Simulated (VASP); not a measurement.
Write the native input for VASP 6.6.1 that does the following.

```yaml
Task: single point
Functional: PBEsol
Potentials_or_basis: VASP PAW PBE potentials, release 64 (Ge_d)
Cutoff: 520 eV
k_mesh: 14 × 14 × 14
Occupations: gaussian, width 0.15 eV
Spin: no spin polarisation
Dipole_correction: no
Further_INCAR_settings: ALGO = Normal; EDIFF = 1e-06; NBANDS = 21
```

The structure of Ge lies in POSCAR:

```
Ge
1.0
    0.0000000000      2.9702085000      2.8287700000
    2.9702085000      0.0000000000      2.8287700000
    2.9702085000      2.9702085000      0.0000000000
Ge
2
Direct
    0.5000000000      0.5000000000      0.5000000000
    0.7500000000      0.7500000000      0.7500000000
```

This cell differs from its parent crystal: strain +0.050 along x and y, +0.000 along z.

These files were run (other wordings do the same):

INCAR

```
SYSTEM = Ge
PREC = Accurate
ENCUT = 520
EDIFF = 1E-6
ISMEAR = 0
SIGMA = 0.15
LREAL = .False.
LASPH = .True.
NELM = 80
ALGO = Normal
ISIF = 2
LWAVE = .False.
LCHARG = .False.
GGA = PS
NBANDS = 21
```

KPOINTS

```
Automatic mesh
0
Gamma
  14 14 14
  0 0 0
```

Potentials or basis: VASP PAW PBE potentials, release 64 (Ge_d).

The run is started by

```console
$ cat potpaw_PBE.64/Ge_d/POTCAR > POTCAR
$ mpirun -np 1 vasp_std > vasp.out
```

Results of the run:

| Item | Value |
| --- | --- |
| Pressure | -4.8 GPa |
| Band gap on the k mesh | zero (bands 14 and 15 overlap by 0.17 eV) |

Caveat: the cell differs from its parent crystal (strain +0.050 along x and y, +0.000 along z); the cell stands under tension; semilocal functionals underestimate gaps, and a narrow one can read as zero; the PAW data sets were made with another functional, which shifts forces and pressure a little.

Run time: 4 min on 1 thread of Intel Xeon 8259CL, with other jobs on the host, peak memory 0.32 GiB.
